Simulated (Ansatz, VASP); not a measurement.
**BN in VASP and in Ansatz**

```
CELL_PARAMETERS angstrom
2.50245 0.00000 0.00000
-1.25123 2.16719 0.00000
0.00000 0.00000 4.11440
ATOMIC_POSITIONS crystal
B 0.33333 0.66667 0.00005
B 0.66667 0.33333 0.50005
N 0.33333 0.66667 0.37395
N 0.66667 0.33333 0.87395
```

Change from the starting cell: strained cell.

Alike in both runs: task relaxation of the atoms; functional PBEsol; k mesh 9 × 9 × 6; occupations gaussian, width 0.02 eV; no spin polarisation.

|  | VASP | Ansatz |
| --- | --- | --- |
| version | VASP 6.6.1 | Ansatz 0.2.0 |
| potentials or method | VASP PAW PBE potentials, release 64 (B, N), cutoff 520 eV | scalar-relativistic, plane waves, PAW |
| valence electrons in the cell | 16 | 16 |

```tsv
	VASP	Ansatz	Ansatz less VASP
gap on the k mesh at the Fermi level, each at its own relaxed structure (eV)	4.87	4.88	+0.014
```

VASP's potentials were made for PBE, not for PBEsol, and Ansatz warns of the same on its side. Ansatz's warnings: stress scf threshold loose.
